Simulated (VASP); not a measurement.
Ti, 2 atoms in the cell. Symmetry: Fd-3m, No. 227, cubic system. Conventional cell: a = 5.036 Å, b = 5.036 Å, c = 5.036 Å, α = 90.00°, β = 90.00°, γ = 90.00°. Within 2.9 Å of Ti (site symmetry -43m) lie 4 Ti at 2.18 Å. This isn't the form of Ti at room conditions, which is hcp.

* Program: VASP 6.6.1
* Task: single point
* Functional: PBE
* Potentials or basis: VASP PAW PBE potentials, release 64 (Ti_sv)
* Cutoff: 500 eV
* k mesh: 6 × 6 × 6
* Occupations: fermi-dirac, width 0.05 eV
* Spin: no spin polarisation
* Dipole correction: no
* Further INCAR settings: ALGO = Normal; EDIFF = 1e-06; NBANDS = 19

Potentials or basis: VASP PAW PBE potentials, release 64 (Ti_sv).

The run is started by

```sh
$ cat potpaw_PBE.64/Ti_sv/POTCAR > POTCAR
$ mpirun -np 1 vasp_std > vasp.out
```

Hardware: 1 thread of AMD EPYC 7R43 64-Core Processor (Zen 3) (shared host).

Q: How long does it take, and how much memory?

A: Run time: 16 s on 1 thread of AMD EPYC 7R43 64-Core Processor (Zen 3) (shared host), peak memory 0.11 GiB. Counts: scf iterations 13, k points 16.
